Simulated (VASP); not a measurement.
# SnSe3 (I4/mmm) in VASP: single point with PBE

Aim: the single point of SnSe3 with PBE.

Program: VASP 6.6.1. These are calculated values, not measurements. Logs are shortened: lines on timing, memory, paths and dates and some standing lists are left out, and cuts for length are marked.

## (1) The cell of the first run

It takes space group I4/mmm (No. 139, tetragonal). Conventional cell: a = 3.913 Å, b = 3.913 Å, c = 14.159 Å, α = 90.00°, β = 90.00°, γ = 90.00°. Within 3.6 Å of Sn (site symmetry 4/mmm) lie 4 Se at 2.77 Å. Within 3.6 Å of Se (site symmetry 4/mmm) lie 4 Sn at 2.77 Å. Within 3.6 Å of Se (site symmetry -4m2) lie 4 Se at 2.77 Å.

## (2) Single point, PBE

INCAR

```
  PREC = Accurate
  ENCUT = 500
  EDIFF = 1E-6
  ISMEAR = 0
  SIGMA = 0.1
  LREAL = False
  LASPH = True
  NELM = 120
  ALGO = Normal
  ISIF = 2
  LWAVE = False
  LCHARG = False
  GGA = PE
  NBANDS = 24
  GGA_COMPAT = False
```

KPOINTS

```
Automatic mesh
0
Gamma
  16 16 16
```

POSCAR

```
SnSe3
1.0
   -1.9564255482      1.9564255482      7.0796881750
    1.9564255482     -1.9564255482      7.0796881750
    1.9564255482      1.9564255482     -7.0796881750
Sn Se
1 3
Direct
    0.0000000000      0.0000000000      0.0000000000
    0.5000000000      0.5000000000      0.0000000000
    0.2500000000      0.7500000000      0.5000000000
    0.7500000000      0.2500000000      0.5000000000
```

Potentials or basis: VASP PAW PBE potentials, release 64 (Sn_d, Se).

Launch:

```
cat potpaw_PBE.64/Sn_d/POTCAR potpaw_PBE.64/Se/POTCAR > POTCAR
mpirun -np 1 vasp_std > vasp.out
```

OUTCAR:

```text
PREC = Accurate
   ENCUT = 500
   EDIFF = 1E-6
   ISMEAR = 0
   LREAL = False
   LASPH = True
   NELM = 120
   ISIF = 2
   GGA = PE

 ion  position               nearest neighbor table
   1  0.000  0.000  0.000-   2 2.77   2 2.77   2 2.77   2 2.77
   2  0.500  0.500  0.000-   1 2.77   1 2.77   1 2.77   1 2.77
   3  0.250  0.750  0.500-   4 2.77   4 2.77   4 2.77   4 2.77
   4  0.750  0.250  0.500-   3 2.77   3 2.77   3 2.77   3 2.77

  LATTYP: Found a body centered tetragonal cell.
 ALAT       =     3.9128510964
 C/A-ratio  =     3.6186851994

  Lattice vectors:

 A1 = (  -1.9564255482,   1.9564255482,   7.0796881750)
 A2 = (   1.9564255482,  -1.9564255482,   7.0796881750)
 A3 = (   1.9564255482,   1.9564255482,  -7.0796881750)

Analysis of symmetry for initial positions (statically):
=====================================================================
 Subroutine PRICEL returns:
 Original cell was already a primitive cell.

 Routine SETGRP: Setting up the symmetry group for a
 body centered tetragonal supercell.

 Subroutine GETGRP returns: Found 16 space group operations
 (whereof 16 operations were pure point group operations)
 out of a pool of 16 trial point group operations.

The static configuration has the point symmetry D_4h.

Analysis of symmetry for dynamics (positions and initial velocities):
=====================================================================
 Subroutine PRICEL returns:
 Original cell was already a primitive cell.

 Routine SETGRP: Setting up the symmetry group for a
 body centered tetragonal supercell.

 Subroutine GETGRP returns: Found 16 space group operations
 (whereof 16 operations were pure point group operations)
 out of a pool of 16 trial point group operations.

The dynamic configuration has the point symmetry D_4h.

 Subroutine INISYM returns: Found 16 space group operations
 (whereof 16 operations are pure point group operations),
 and found     1 'primitive' translations

----------------------------------------------------------------------------------------

                                     Primitive cell

  volume of cell :     108.3929

  direct lattice vectors                    reciprocal lattice vectors
    -1.956425548  1.956425548  7.079688175     0.000000000  0.255568120  0.070624579
     1.956425548 -1.956425548  7.079688175     0.255568120  0.000000000  0.070624579
     1.956425548  1.956425548 -7.079688175     0.255568120  0.255568120  0.000000000

  length of vectors
     7.601130607  7.601130607  7.601130607     0.265146932  0.265146932  0.361427902

  position of ions in fractional coordinates (direct lattice)
     0.000000000  0.000000000  0.000000000
     0.500000000  0.500000000  0.000000000
     0.250000000  0.750000000  0.500000000
     0.750000000  0.250000000  0.500000000

  ion indices of the primitive-cell ions
   primitive index   ion index
                 1           1
                 2           2
                 3           3
                 4           4

----------------------------------------------------------------------------------------

 KPOINTS: Automatic mesh

Automatic generation of k-mesh.
 Grid dimensions read from file:
 generate k-points for:   16   16   16

 Generating k-lattice:

  Cartesian coordinates                     Fractional coordinates (reciprocal lattice)
     0.000000000  0.015973008  0.004414036     0.062500000  0.000000000  0.000000000
     0.015973008  0.000000000  0.004414036     0.000000000  0.062500000  0.000000000
     0.015973008  0.015973008  0.000000000     0.000000000  0.000000000  0.062500000

  Length of vectors
     0.016571683  0.016571683  0.022589244

  Shift w.r.t. Gamma in fractional coordinates (k-lattice)
     0.000000000  0.000000000  0.000000000

 Subroutine IBZKPT returns following result:
 ===========================================

 Found    349 irreducible k-points:

 Following reciprocal coordinates:
            Coordinates               Weight
  0.000000  0.000000  0.000000      1.000000
  0.062500  0.000000  0.000000      8.000000
  0.125000  0.000000  0.000000      8.000000
  0.187500  0.000000  0.000000      8.000000
  0.250000  0.000000  0.000000      8.000000
  0.312500  0.000000  0.000000      8.000000
[... 16 lines left out ...]
 -0.125000  0.062500  0.000000     16.000000
 -0.062500  0.062500  0.000000      4.000000
 [... further k-points ...]
   k-points           NKPTS =    349   k-points in BZ     NKDIM =    349   number of bands    NBANDS=     24
   number of dos      NEDOS =    301   number of ions     NIONS =      4
   total plane-waves  NPLWV = 175616
   dimension x,y,z NGX =    56 NGY =   56 NGZ =   56
   dimension x,y,z NGXF=   112 NGYF=  112 NGZF=  112
   ions per type =               1   3
   NGX,Y,Z   is equivalent  to a cutoff of  12.25, 12.25, 12.25 a.u.
   NGXF,Y,Z  is equivalent  to a cutoff of  24.50, 24.50, 24.50 a.u.
 SYSTEM =  unknown system
   PREC   = accura    normal or accurate (medium, high low for compatibility)
   ISTART =      0    job   : 0-new  1-cont  2-samecut
   ICHARG =      2    charge: 1-file 2-atom 10-const
   ISPIN  =      1    spin polarized calculation?
   LNONCOLLINEAR =      F non collinear calculations
   LSORBIT =      F    spin-orbit coupling
   LASPH  =      T    aspherical Exc in radial PAW
   ENCUT  =  500.0 eV  36.75 Ry    6.06 a.u.  13.86 13.86 13.86*2*pi/ulx,y,z
   NELM   =    120;   NELMIN=  2; NELMDL= -5     # of ELM steps
   EDIFF  = 0.1E-05   stopping-criterion for ELM
   LREAL  =      F    real-space projection
   EDIFFG = 0.1E-04   stopping-criterion for IOM
   NSW    =      0    number of steps for IOM
   IBRION =     -1    ionic relax: 0-MD 1-quasi-New 2-CG
   NFREE  =      0    steps in history (QN), initial steepest desc. (CG)
   ISIF   =      2    stress and relaxation
   ISYM   =      2    0-nonsym 1-usesym 2-fastsym
   POTIM  = 0.5000    time-step for ionic-motion
   TEBEG  =    0.0;   TEEND  =   0.0 temperature during run
   PSTRESS=    0.0 pullay stress
   NELECT =      32.0000    total number of electrons
   NUPDOWN=      -1.0000    fix difference up-down
   EMIN   =  10.00;   EMAX   =-10.00  energy-range for DOS
   EFERMI =   0.00;   METHOD = LEGACY
   ISMEAR =     0;   SIGMA  =   0.10  broadening in eV -4-tet -1-fermi 0-gaus
   EFERMI_NEDOS =   21; number of points for ismear=-14 and -15
   IALGO  =     38    algorithm
   IMIX   =      4    mixing-type and parameters
     AMIX     =   0.40;   BMIX     =  1.00
     AMIX_MAG =   1.60;   BMIX_MAG =  1.00
  volume/ion in A,a.u.               =      27.10       182.87
  Fermi-wavevector in a.u.,A,eV,Ry     =   1.090079  2.059950 16.167420  1.188272
  Thomas-Fermi vector in A             =   2.226296
   LORBIT       =      0    0 simple, 1 ext, 2 COOP (PROOUT), +10 PAW based schemes
   GGA     = PE    functional components
   LHFCALC =     F    Hartree Fock is set to
   AEXX    =    0.0000 exact exchange contribution
   IVDW    =     0    specifies the selected vdW correction
   LEPSILON=     F    determine dielectric tensor
   LRPA    =     F    only Hartree local field effects (RPA)
 non-spin polarized calculation
 Gauss-broadening in eV      SIGMA  =   0.10
  energy-cutoff  :      500.00
  volume of cell :      108.39
 maximum number of plane-waves:      2773
   NGX = 27   NGY = 27   NGZ = 27

 number of electron      32.0000003 magnetization

 Free energy of the ion-electron system (eV)
  ---------------------------------------------------
  ext. energy  EPLUGINS =         0.00000000
  ---------------------------------------------------
  free energy    TOTEN  =       -14.14030405 eV

  energy without entropy =      -14.12943601  energy(sigma->0) =      -14.13487003

 E-fermi :   4.0012     XC(G=0):  -9.3140

 val. band max:        4.0001464431   @ k =  -0.1875   0.5000   0.0625
 cond. band min:       4.0016088613   @ k =  -0.4375   0.1250   0.0000
 fundamental gap:      0.0014624182
 Fermi energy:         4.0011617398

 k-point     1 :       0.0000    0.0000    0.0000
  band No.  band energies     occupation
      1     -17.9299      2.00000
      2     -17.8447      2.00000
      3     -17.8446      2.00000
      4     -17.7827      2.00000
      5     -17.7742      2.00000
      6     -10.7227      2.00000
[... 16 lines left out ...]
     23      10.4767      0.00000
     24      10.4767      0.00000

 k-point     2 :       0.0625    0.0000    0.0000
  band No.  band energies     occupation
      1     -17.9290      2.00000
      2     -17.8450      2.00000
      3     -17.8446      2.00000
      4     -17.7818      2.00000
      5     -17.7751      2.00000
      6     -10.6917      2.00000
[... 16 lines left out ...]
     23      10.2070      0.00000
     24      10.3310      0.00000

 k-point     3 :       0.1250    0.0000    0.0000
  band No.  band energies     occupation
      1     -17.9265      2.00000
      2     -17.8462      2.00000
      3     -17.8445      2.00000
      4     -17.7789      2.00000
      5     -17.7777      2.00000
      6     -10.5992      2.00000
[... 16 lines left out ...]
     23       9.5575      0.00000
     24      10.0695      0.00000

 k-point     4 :       0.1875    0.0000    0.0000
  band No.  band energies     occupation
      1     -17.9229      2.00000
      2     -17.8479      2.00000
      3     -17.8444      2.00000
      4     -17.7815      2.00000
      5     -17.7745      2.00000
      6     -10.4461      2.00000
[... 16 lines left out ...]
     23       9.8521      0.00000
     24      10.2041      0.00000

 k-point     5 :       0.2500    0.0000    0.0000
  band No.  band energies     occupation
      1     -17.9188      2.00000
      2     -17.8499      2.00000
      3     -17.8442      2.00000
      4     -17.7861      2.00000
      5     -17.7692      2.00000
      6     -10.2342      2.00000
[... 451 lines left out ...]
 k-point    22 :      -0.1875    0.0625   -0.0000
  band No.  band energies     occupation
      1     -17.9221      2.00000
      2     -17.8479      2.00000
      3     -17.8447      2.00000
      4     -17.7827      2.00000
      5     -17.7735      2.00000
      6     -10.4188      2.00000
[... 16 lines left out ...]
     23       9.9676      0.00000
     24      10.5742      0.00000

 k-point    23 :      -0.1250    0.0625    0.0000
  band No.  band energies     occupation
      1     -17.9257      2.00000
      2     -17.8462      2.00000
      3     -17.8449      2.00000
      4     -17.7787      2.00000
      5     -17.7779      2.00000
      6     -10.5704      2.00000
[... 16 lines left out ...]
     23       9.5219      0.00000
     24      10.6212      0.00000

 k-point    24 :      -0.0625    0.0625    0.0000
  band No.  band energies     occupation
      1     -17.9282      2.00000
      2     -17.8450      2.00000
      3     -17.8450      2.00000
      4     -17.7808      2.00000
      5     -17.7760      2.00000
      6     -10.6617      2.00000
[... 16 lines left out ...]
     23       9.6054      0.00000
     24      10.6338      0.00000

 [... further k-points ...]

------------------------ aborting loop because EDIFF is reached ----------------------------------------

  FORCE on cell =-STRESS in cart. coord.  units (eV):
  Direction    XX          YY          ZZ          XY          YZ          ZX
  --------------------------------------------------------------------------------------
  -------------------------------------------------------------------------------------
  Total       -0.0005769     -0.0005769     -0.0280068      0.0000000      0.0000000      0.0000000
  in kB       -0.0085272     -0.0085272     -0.4139746      0.0000000      0.0000000      0.0000000
  external PRESSURE =      -0.1436763 kB  Pullay stress =       0.0000000 kB

 VOLUME and BASIS-vectors are now :
 -----------------------------------------------------------------------------
  energy-cutoff  :      500.00
  volume of cell :      108.39
      direct lattice vectors                 reciprocal lattice vectors
    -1.956425548  1.956425548  7.079688175     0.000000000  0.255568120  0.070624579
     1.956425548 -1.956425548  7.079688175     0.255568120  0.000000000  0.070624579
     1.956425548  1.956425548 -7.079688175     0.255568120  0.255568120  0.000000000

 POSITION                                       TOTAL-FORCE (eV/Angst)
 -----------------------------------------------------------------------------------
      0.00000      0.00000      0.00000         0.000000     -0.000000      0.000000
      0.00000      0.00000      7.07969         0.000000     -0.000000      0.000000
      1.95643      0.00000      3.53984        -0.000000      0.000000     -0.000000
      0.00000      1.95643      3.53984         0.000000     -0.000000      0.000000
 -----------------------------------------------------------------------------------
    total drift:                               -0.000000     -0.000000      0.000000

  FREE ENERGIE OF THE ION-ELECTRON SYSTEM (eV)
  ---------------------------------------------------
  free  energy   TOTEN  =       -14.1403040543 eV

  energy  without entropy=      -14.1294360056  energy(sigma->0) =      -14.13487003
```

It took 44 min on 1 thread of Intel Xeon Platinum 8259CL at 2.50GHz (Skylake/Cascade Lake), shared host; peak memory 1 GiB.

Results:

- Free energy: -14.1403 eV
- Pressure: 0.0 GPa
- Band gap on the k mesh: zero (bands 16 and 17 overlap by 1.52 eV)

Caveat: spin-orbit coupling is left out, which moves the levels of the heavy elements.
